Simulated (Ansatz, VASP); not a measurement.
**Ge in VASP and in Ansatz**

Contents of INCAR:

```
SYSTEM = Ge
PREC     = Accurate       ! precision mode
ENCUT    = 520            ! plane-wave cutoff, eV
EDIFF    = 1E-6           ! SCF threshold, eV
ISMEAR   = -1             ! smearing method
SIGMA    = 0.15           ! smearing width, eV
LREAL    = .FALSE.        ! projectors in reciprocal space
LASPH    = .TRUE.         ! aspherical terms in the spheres
NELM     = 100            ! most SCF steps
ALGO     = Normal         ! electronic algorithm
ISIF     = 2              ! what is computed and relaxed
LWAVE    = .FALSE.        ! write WAVECAR
LCHARG   = .FALSE.        ! write CHGCAR
GGA      = CA             ! functional
NBANDS   = 13             ! bands
```

KPOINTS

```
Automatic mesh
0
G
  12 12 11
  0 0 0
```

File POSCAR:

```
Ge
1.0
    1.3388654924     -2.4920328002      0.0000000000
    1.3388654924      2.4920328002      0.0000000000
    0.0000000000      0.0000000000      2.5856715185
Ge
1
Direct
    0.5000000000      0.5000000000      0.0000000000
```

Input for Ansatz:

```yaml
crystal:
  lattice:
    - [1.3388654923750822, -2.4920328002018963, 0.0]
    - [1.3388654923750822, 2.4920328002018963, 0.0]
    - [0.0, 0.0, 2.5856715184684744]
  atoms:
    - { symbol: Ge, position: [0.5, 0.5, 0.0] }
basis:
  ecutwfc: 510.0
kpoints:
  mp_grid:
    grid: [12, 12, 11]
hamiltonian:
  xc: lda
  pseudopotentials:
    kind: paw
scf:
  occupations:
    method: fermi_dirac
    width: 0.15
output:
  stress: true
```

Alike in both runs: task single point; functional LDA; k mesh 12 × 12 × 11; occupations fermi-dirac, width 0.15 eV; no spin polarisation.

|  | VASP | Ansatz |
| --- | --- | --- |
| version | VASP 6.6.1 | Ansatz 0.2.0 |
| potentials or method | VASP PAW LDA potentials, release 64 (Ge_d), cutoff 520 eV | plane waves, PAW |
| valence electrons in the cell | 14 | 14 |

Ansatz gave:

* pressure (GPa): 3.9
* traceless stress, the component that is largest in VASP (GPa): -3.20

Question: What did VASP give for the same quantities?

Answer: Pressure (GPa): 3.9; traceless stress, the component that is largest in VASP (GPa): -3.22.

LDA's correlation is that of Perdew and Zunger in VASP and of Perdew and Wang (1992) in Ansatz.
